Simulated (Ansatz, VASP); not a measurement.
**One calculation of H15C2N3, two programs**

INCAR

```
SYSTEM = H15C2N3
PREC = Accurate
ENCUT = 520
EDIFF = 1E-7
ISMEAR = -1
SIGMA = 0.05
LREAL = Auto
LASPH = .TRUE.
NELM = 120
ALGO = Normal
ISIF = 2
LWAVE = .FALSE.
LCHARG = .FALSE.
GGA = PE
IVDW = 12
IBRION = 2
NSW = 35
EDIFFG = -0.3
GGA_COMPAT = .FALSE.
NELMIN = 4
```

File KPOINTS:

```
Automatic mesh
0
G
  1 1 1
  0 0 0
```

The input POSCAR:

```
H15C2N3
1.0
    7.2189320000      0.0000000000      0.0000000000
    0.0000000000      7.2189320000      0.0000000000
    0.0000000000      0.0000000000      7.2189320000
C H N
4 30 6
Direct
    0.8911831000      0.8380491000     -0.0001052000
    0.8036975000      0.6459826000      0.0069155000
    0.2835631000      0.5679625000      0.6951047000
    0.2975026000      0.7024810000      0.5329227000
    0.7865950000      0.9450013000     -0.0233510000
    0.9622513000      0.8705794000      0.1295439000
    0.9927129000      0.8478761000     -0.1119664000
    0.9082855000      0.5390304000      0.0301613000
    0.7021676000      0.6361555000      0.1187767000
    0.7326293000      0.6134522000     -0.1227336000
    0.2543826000      0.6410228000      0.8244433000
    0.1727883000      0.4671313000      0.6731996000
    0.4126819000      0.4911606000      0.7137490000
    0.3266830000      0.6294207000      0.4035840000
    0.1683838000      0.7792829000      0.5142784000
    0.4082774000      0.8033122000      0.5548278000
    0.3825160000      0.1488846000      0.8340431000
    0.5086924000      0.1173765000      0.6498583000
    0.4889050000     -0.0473892000      0.8024953000
    0.9639207000      0.9982287000      0.3436347000
    0.8505503000      0.9704611000      0.5365425000
    0.7822475000      0.8648175000      0.3494290000
    0.3140791000      0.1677590000      0.1966688000
    0.5212951000      0.2057372000      0.2770211000
    0.4776633000      0.2376358000      0.0581238000
    0.8625832000      0.4421205000      0.3287180000
    0.9884770000      0.6283384000      0.3463506000
    1.0871362000      0.4256776000      0.3406701000
    0.8568678000      0.2745515000      0.8671373000
    0.9054093000      0.0607221000      0.8146207000
    1.0310421000      0.1709460000      0.9659628000
    0.2618809000      0.9704195000      0.0343920000
    0.4174242000      0.8076880000      0.0471195000
    0.1994655000      0.7539165000      0.0261449000
    0.5029900000      0.0920343000      0.7882933000
    0.8343266000      0.9865171000      0.3975533000
    0.4509674000      0.1525771000      0.1671712000
    0.9763254000      0.4957131000      0.3921966000
    0.9635714000      0.1857760000      0.8432160000
    0.2879174000      0.8434113000      0.0894374000
```

Input for Ansatz:

```yaml
accuracy: low
crystal:
  lattice:
    - [7.218932, 0.0, 0.0]
    - [0.0, 7.218932, 0.0]
    - [0.0, 0.0, 7.218932]
  atoms:
    - { symbol: C, position: [0.8911831, 0.8380491, -0.0001052] }
    - { symbol: C, position: [0.8036975, 0.6459826, 0.0069155] }
    - { symbol: H, position: [0.786595, 0.9450013, -0.023351] }
    - { symbol: H, position: [0.9622513, 0.8705794, 0.1295439] }
    - { symbol: H, position: [0.9927129, 0.8478761, -0.1119664] }
    - { symbol: H, position: [0.9082855, 0.5390304, 0.0301613] }
    - { symbol: H, position: [0.7021676, 0.6361555, 0.1187767] }
    - { symbol: H, position: [0.7326293, 0.6134522, -0.1227336] }
    - { symbol: C, position: [0.2835631, 0.5679625, 0.6951047] }
    - { symbol: C, position: [0.2975026, 0.702481, 0.5329227] }
    - { symbol: H, position: [0.2543826, 0.6410228, 0.8244433] }
    - { symbol: H, position: [0.1727883, 0.4671313, 0.6731996] }
    - { symbol: H, position: [0.4126819, 0.4911606, 0.713749] }
    - { symbol: H, position: [0.326683, 0.6294207, 0.403584] }
    - { symbol: H, position: [0.1683838, 0.7792829, 0.5142784] }
    - { symbol: H, position: [0.4082774, 0.8033122, 0.5548278] }
    - { symbol: "N", position: [0.50299, 0.0920343, 0.7882933] }
    - { symbol: H, position: [0.382516, 0.1488846, 0.8340431] }
    - { symbol: H, position: [0.5086924, 0.1173765, 0.6498583] }
    - { symbol: H, position: [0.488905, -0.0473892, 0.8024953] }
    - { symbol: "N", position: [0.8343266, 0.9865171, 0.3975533] }
    - { symbol: H, position: [0.9639207, 0.9982287, 0.3436347] }
    - { symbol: H, position: [0.8505503, 0.9704611, 0.5365425] }
    - { symbol: H, position: [0.7822475, 0.8648175, 0.349429] }
    - { symbol: "N", position: [0.4509674, 0.1525771, 0.1671712] }
    - { symbol: H, position: [0.3140791, 0.167759, 0.1966688] }
    - { symbol: H, position: [0.5212951, 0.2057372, 0.2770211] }
    - { symbol: H, position: [0.4776633, 0.2376358, 0.0581238] }
    - { symbol: "N", position: [0.9763254, 0.4957131, 0.3921966] }
    - { symbol: H, position: [0.8625832, 0.4421205, 0.328718] }
    - { symbol: H, position: [0.988477, 0.6283384, 0.3463506] }
    - { symbol: H, position: [1.0871362, 0.4256776, 0.3406701] }
    - { symbol: "N", position: [0.9635714, 0.185776, 0.843216] }
    - { symbol: H, position: [0.8568678, 0.2745515, 0.8671373] }
    - { symbol: H, position: [0.9054093, 0.0607221, 0.8146207] }
    - { symbol: H, position: [1.0310421, 0.170946, 0.9659628] }
    - { symbol: "N", position: [0.2879174, 0.8434113, 0.0894374] }
    - { symbol: H, position: [0.2618809, 0.9704195, 0.034392] }
    - { symbol: H, position: [0.4174242, 0.807688, 0.0471195] }
    - { symbol: H, position: [0.1994655, 0.7539165, 0.0261449] }
basis:
  ecutwfc: 420.0
kpoints:
  mp_grid: { grid: [1, 1, 1] }
hamiltonian:
  xc: pbe
  dispersion: d3bj
scf:
  occupations: { method: fermi_dirac, width: 0.05 }
  lower_state_search: "off"
relax:
  f_tol: 0.3
  max_steps: 15
  adjacent_minimum: "off"
output:
  write_density: true
  write_potential: true
  elf: true
  volumetric_format: npy
```

Alike in both runs: task relaxation of the atoms; functional PBE; dispersion D3(BJ); k mesh 1 × 1 × 1; occupations fermi-dirac, width 0.05 eV; no spin polarisation.

```csv
,VASP,Ansatz
version,VASP 6.6.1,Ansatz 0.2.0
potentials or method,"VASP PAW PBE potentials, release 64 (C, H, N), cutoff 520 eV","scalar-relativistic, plane waves, PAW"
valence electrons in the cell,76,76
```

VASP gave:

* gap on the k mesh at the Fermi level, each at its own relaxed structure (eV): 4.03

Problem. Estimate Ansatz's values.

Solution. gap on the k mesh at the Fermi level, each at its own relaxed structure (eV): 4.06.
